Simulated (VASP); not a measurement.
Set up this calculation in VASP 6.6.1, as the native input.

* Task: single point
* Functional: r2SCAN
* Potentials or basis: VASP PAW PBE potentials, release 64 (In_d, Sb)
* Cutoff: 520 eV
* k mesh: 6 × 6 × 6
* Occupations: gaussian, width 0.15 eV
* Spin: no spin polarisation
* Dipole correction: no
* Further INCAR settings: ALGO = Normal; EDIFF = 1e-06; NBANDS = 16

Crystal: InSb.

```xyz
2
Lattice="0.0000 3.1601 2.9073 3.1601 0.0000 2.9073 3.1601 3.1601 0.0000" Properties=species:S:1:pos:R:3 pbc="T T T"
In    0.0000    0.0000    0.0000
Sb    3.1601    3.1601    2.9073
```

This cell differs from its parent crystal: ratio of the length along z to the lengths across it x 0.92, volume and fractional coordinates fixed.

These files were run (other wordings do the same):

POSCAR

```
InSb
1.0
    0.0000000000      3.1601360381      2.9073251551
    3.1601360381      0.0000000000      2.9073251551
    3.1601360381      3.1601360381      0.0000000000
In Sb
1 1
Direct
    0.0000000000      0.0000000000      0.0000000000
    0.5000000000      0.5000000000      0.5000000000
```

INCAR.step1

```
SYSTEM = InSb
PREC = Accurate
ENCUT = 520
ISMEAR = 0
SIGMA = 0.15
LREAL = .False.
LASPH = .True.
NELM = 100
NBANDS = 16
GGA = PE
ALGO = Normal
EDIFF = 1E-4
LWAVE = .True.
LCHARG = .False.
```

INCAR.step2

```
SYSTEM = InSb
PREC = Accurate
ENCUT = 520
EDIFF = 1E-6
ISMEAR = 0
SIGMA = 0.15
LREAL = .False.
LASPH = .True.
NELM = 100
ALGO = Normal
ISIF = 2
LWAVE = .False.
LCHARG = .True.
METAGGA = R2SCAN
LMIXTAU = .True.
LELF = .True.
LVHAR = .True.
NBANDS = 16
ISTART = 1
```

KPOINTS

```
Automatic mesh
0
Gamma
  6 6 6
  0 0 0
```

Potentials or basis: VASP PAW PBE potentials, release 64 (In_d, Sb).

Run with:

```sh
$ cat potpaw_PBE.64/In_d/POTCAR potpaw_PBE.64/Sb/POTCAR > POTCAR
$ cp INCAR.step1 INCAR
$ mpirun -np 1 vasp_std > vasp.out
$ cp INCAR.step2 INCAR
$ mpirun -np 1 vasp_std > vasp.out
```

Results of the run:

```
Pressure               : -0.5 GPa
Band gap on the k mesh : zero (bands 9 and 10 overlap by 2.95 eV)
```

Caveat: the stress differs along the axes, from -3 to 4 GPa; the PAW data sets were made with another functional, which shifts forces and pressure a little; spin-orbit coupling is left out, which moves the levels of the heavy elements.

Wall time 91 s on 1 thread of AMD EPYC 7R13 (shared host), peak memory 0.18 GiB.
